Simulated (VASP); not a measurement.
Nb, 2 atoms in the cell. The structure is tetragonal, space group I4_1/amd (No. 141). The conventional cell has a = 5.161 Å, b = 5.161 Å, c = 2.815 Å, α = 90.00°, β = 90.00°, γ = 90.00°. Within 3.5 Å of Nb (site symmetry -4m2) lie 10 Nb at 2.67 to 3.33 Å. 

* Program: VASP 6.6.1
* Task: relaxation of cell and atoms
* Functional: PBEsol
* Potentials or basis: VASP PAW PBE potentials, release 64 (Nb_sv)
* Cutoff: 500 eV
* k mesh: 22 × 22 × 22
* Occupations: gaussian, width 0.1 eV
* Spin: no spin polarisation
* Dipole correction: no
* Further INCAR settings: ALGO = Normal; EDIFF = 1e-07; IBRION = 2; EDIFFG = -0.01; NSW = 100; ISIF = 3

Potentials or basis: VASP PAW PBE potentials, release 64 (Nb_sv).

Command:

```sh
$ cat potpaw_PBE.64/Nb_sv/POTCAR > POTCAR
$ mpirun -np 1 vasp_std > vasp.out
```

Hardware: 1 thread of Intel(R) Xeon(R) 6975P-C (Granite Rapids), on a shared host.

Task: How long does it take, and how much memory?

Result: Wall time 19 min on 1 thread of Intel(R) Xeon(R) 6975P-C (Granite Rapids), on a shared host, peak memory 0.53 GiB. Counts: scf iterations 51, k points 834, ion steps 6.
